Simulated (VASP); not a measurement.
# Ti4C: single point with PBEsol

Ti4C, a slab with vacuum:

```xyz
5
Lattice="3.2102 0.0000 0.0000 0.0000 3.2102 0.0000 0.0000 0.0000 20.1070" Properties=species:S:1:pos:R:3 pbc="T T T"
Ti    1.6051    1.6051    4.0000
Ti    0.0000    0.0000    5.6051
Ti    1.6051    1.6051    7.1146
Ti    0.0000    0.0000    8.6070
C     0.8026    1.6051    9.0038
```

```yaml
Program: VASP 6.6.1
Task: single point
Functional: PBEsol
Potentials_or_basis: VASP PAW PBE potentials, release 64 (Ti_sv, C)
Cutoff: 520 eV
k_mesh: 8 × 8 × 1
Occupations: gaussian, width 0.1 eV
Spin: no spin polarisation
```

```json
{"Largest force": "3.887 eV/Å", "Band gap on the k mesh": "zero (bands 26 and 27 overlap by 0.51 eV)"}
```

Forces on the atoms (eV/Å):
```
Ti  -0.085  0.000  0.363
Ti   0.062  0.000 -0.855
Ti   0.351  0.000 -0.917
Ti  -3.630  0.000  1.391
C    3.303  0.000  0.018
```

Levels at points of the mesh, in eV from the Fermi level:
```tsv
k point	band 22	band 23	band 24	band 25	band 26	band 27	band 28	band 29	band 30	band 31
(0.00, 0.00, 0.00)	-1.74	-1.72	-1.50	0.14	0.22	1.02	1.04	1.06	1.08	1.31
(0.50, 0.00, 0.00)	-1.86	-1.08	-0.45	-0.21	0.12	0.14	0.41	0.89	1.32	1.96
(0.00, 0.50, 0.00)	-1.06	-0.45	-0.38	-0.19	0.11	0.30	0.55	0.84	1.04	1.33
(0.50, 0.50, 0.00)	-1.47	-0.85	-0.63	-0.52	-0.29	0.01	0.09	2.09	2.14	2.16
```

Wall time 3.7 min on 1 thread of AMD EPYC 9R45 96-Core Processor (Zen 5), with other jobs on the host, peak memory 0.33 GiB.

Caveat: the PAW data sets were made with another functional, which shifts forces and pressure a little.
